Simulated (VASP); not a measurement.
NdMo:

```
Nd Mo
1.0
     2.32361    1.34154    5.13164
    -2.32361    1.34154    5.13164
     0.00000   -2.68308    5.13164
Nd Mo
2 2
Direct
  0.15149 0.15149 0.15149
  0.84851 0.84851 0.84851
  0.68362 0.68362 0.68362
  0.31638 0.31638 0.31638
```

The cell was generated, and may not be a known phase.

* Program: VASP 6.6.1
* Task: relaxation of cell and atoms
* Functional: PBE
* Potentials or basis: VASP PAW PBE potentials, release 64 (Nd_3, Mo_sv), 4f in core
* Cutoff: 500 eV
* k mesh: 5 × 5 × 5
* Occupations: gaussian, width 0.2 eV
* Spin: no spin polarisation

At the start: pressure 5.8 GPa; volume 23.99 Å³/atom.

Question: How do energy, volume and symmetry change on relaxing?

Answer: Over 30 steps the energy falls by 1235.6 meV/atom and the volume is 27.73 Å³/atom (+15.6 %); space group R-3m (No. 166, to 0.1 Å) before and after.

The path:
```tsv
step	energy change (eV)	largest force (eV/Å)	pressure (GPa)	volume (Å³)
1	0.0000	4.2053	5.77	95.98
2	-2.3085	3.1312	-7.15	108.50
3	-2.6335	2.3978	-10.63	114.15
4	-4.1825	1.4062	-3.29	99.43
5	-4.3901	0.6215	6.77	90.54
6	-4.4233	0.5115	3.29	93.03
7	-4.4237	0.5236	3.81	92.63
8	-4.5980	0.4051	2.27	94.99
9	-4.6405	0.6961	0.72	98.48
10	-4.6659	0.4147	1.22	97.10
11	-4.7290	0.2346	-0.99	99.56
12	-4.7362	0.3198	-2.05	100.85
13	-4.7741	0.3994	-0.86	99.97
14	-4.7857	0.4697	0.27	99.19
15	-4.7995	0.3945	0.47	99.42
16	-4.8285	0.1542	1.13	100.13
17	-4.8224	0.5208	2.67	101.50
18	-4.8365	0.2777	1.79	100.74
19	-4.8452	0.2744	1.32	101.56
20	-4.8605	0.2706	0.01	104.03
21	-4.8480	0.2846	-2.22	109.07
22	-4.8623	0.2755	-0.67	105.49
23	-4.8723	0.2521	-0.64	105.88
24	-4.8988	0.1667	-0.50	106.99
25	-4.9334	0.0712	-0.03	109.01
26	-4.8709	0.5701	1.59	112.30
27	-4.9354	0.2133	0.36	109.72
28	-4.9415	0.1308	-0.30	111.29
29	-4.9416	0.1208	-0.38	111.47
30	-4.9423	0.0524	0.29	110.93
```

Final structure:
```cif
data_structure
_symmetry_space_group_name_H-M 'P 1'
_symmetry_Int_Tables_number 1
_cell_length_a 7.4064
_cell_length_b 7.4064
_cell_length_c 7.4064
_cell_angle_alpha 33.616
_cell_angle_beta 33.616
_cell_angle_gamma 33.616
_cell_volume 110.93
loop_
_atom_site_label
_atom_site_type_symbol
_atom_site_fract_x
_atom_site_fract_y
_atom_site_fract_z
_atom_site_occupancy
Nd1 Nd 0.09546 0.09546 0.09546 1
Nd2 Nd 0.90454 0.90454 0.90454 1
Mo1 Mo 0.65414 0.65414 0.65414 1
Mo2 Mo 0.34586 0.34586 0.34586 1
```

Caveat: the volume moved by over 15 % at a fixed basis, so the end points are rough; the relaxation stopped at a loose force limit of 0.08 eV/Å, so its end isn't a converged minimum.
